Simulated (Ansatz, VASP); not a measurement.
## One calculation of HfSiO4, two programs

File POSCAR:

```
HfSiO4
1.0
   -3.3566396157      3.3566396157      3.0454843245
    3.3566396157     -3.3566396157      3.0454843245
    3.3566396157      3.3566396157     -3.0454843245
Hf Si O
2 2 8
Direct
    0.0000000000      0.0000000000      0.0000000000
    0.7500000000      0.2500000000      0.5000000000
    0.2500000000      0.7500000000      0.5000000000
    0.5000000000      0.5000000000      0.0000000000
    0.1369385439      0.3194204668      0.8175180770
    0.0694204668      0.7519023898      0.6824819230
    0.0694204668      0.3869385439      0.3175180770
    0.5019023898      0.3194204668      0.1824819230
    0.6805795332      0.4980976102      0.8175180770
    0.6130614561      0.9305795332      0.6824819230
    0.2480976102      0.9305795332      0.3175180770
    0.6805795332      0.8630614561      0.1824819230
```

INCAR.step1

```
PREC = Accurate
ENCUT = 520
ISMEAR = 0
SIGMA = 0.01
LREAL = False
LASPH = True
NELM = 60
NBANDS = 50
GGA = PE
ALGO = Normal
EDIFF = 1E-4
LWAVE = True
LCHARG = False
```

File INCAR.step2:

```
PREC = Accurate
ENCUT = 520
EDIFF = 1E-7
ISMEAR = 0
SIGMA = 0.01
LREAL = False
LASPH = True
NELM = 60
ALGO = Normal
ISIF = 2
LWAVE = False
LCHARG = False
METAGGA = R2SCAN
LMIXTAU = True
NBANDS = 50
ISTART = 1
```

KPOINTS

```
Automatic mesh
0
Gamma
  6 6 6
```

Input for Ansatz:

```yaml
crystal:
  lattice:
    - [-3.3566396157, 3.3566396157, 3.0454843245]
    - [3.3566396157, -3.3566396157, 3.0454843245]
    - [3.3566396157, 3.3566396157, -3.0454843245]
  atoms:
    - { symbol: Hf, position: [0.0, 0.0, 0.0] }
    - { symbol: Hf, position: [0.75, 0.25, 0.5] }
    - { symbol: Si, position: [0.25, 0.75, 0.5] }
    - { symbol: Si, position: [0.5, 0.5, 0.0] }
    - { symbol: O, position: [0.1369385439, 0.3194204668, 0.817518077] }
    - { symbol: O, position: [0.0694204668, 0.7519023898, 0.682481923] }
    - { symbol: O, position: [0.0694204668, 0.3869385439, 0.317518077] }
    - { symbol: O, position: [0.5019023898, 0.3194204668, 0.182481923] }
    - { symbol: O, position: [0.6805795332, 0.4980976102, 0.817518077] }
    - { symbol: O, position: [0.6130614561, 0.9305795332, 0.682481923] }
    - { symbol: O, position: [0.2480976102, 0.9305795332, 0.317518077] }
    - { symbol: O, position: [0.6805795332, 0.8630614561, 0.182481923] }
kpoints:
  mp_grid: { grid: [6, 6, 6] }
  band_path:
    path:
      - [0.0, 0.0, 0.0]
      - [0.0, 0.0, 0.5]
      - [-0.5, 0.5, 0.5]
      - [0.4557990254, 0.4557990254, -0.4557990254]
      - [-0.4557990254, 0.5442009746, 0.4557990254]
      - [0.25, 0.25, 0.25]
      - [0.0, 0.5, 0.0]
      - [0.1666666667, 0.1666666667, 0.1666666667]
      - [0.0625, 0.0625, -0.0625]
      - [0.177083, 0.302083, 0.260417]
    npoints: 1
hamiltonian:
  xc: r2scan
scf:
  occupations: { method: fixed }
  n_extra_bands: 7
output:
  forces: true
  stress: true
  eigenvalues: true
```

Change from the starting cell: hydrostatic strain +2.0%.

Alike in both runs: task single point; functional r2SCAN; k mesh 6 × 6 × 6; no spin polarisation.

|  | VASP | Ansatz |
| --- | --- | --- |
| version | VASP 6.6.1 | Ansatz 0.2.0 |
| potentials or method | VASP PAW PBE potentials, release 64 (Hf_pv, Si, O) | plane waves, PAW |
| plane-wave cutoff (eV) | 520 | 500 |
| occupations | gaussian, width 0.01 eV | fixed |
| valence electrons in the cell | 76 | 108 |

|  | VASP | Ansatz | Ansatz less VASP |
| --- | --- | --- | --- |
| gap on the k mesh at the Fermi level (eV) | 5.61 | 5.67 | +0.058 |
| pressure (GPa) | -14.0 | -12.5 | +1.53 |
| traceless stress, the component that is largest in VASP (GPa) | -1.68 | -2.02 | -0.342 |
| rms of the force components (eV/Å) | 0.091 | 0.000 | -0.0913 |

VASP's potentials were made for PBE, not for r2SCAN. Atom by atom the forces differ by 0.091 eV/Å (rms over components). VASP's potentials hold 76 valence electrons a cell and Ansatz's 108, so a difference there can come from the potentials and not from the codes.

Spin-orbit coupling is off throughout.
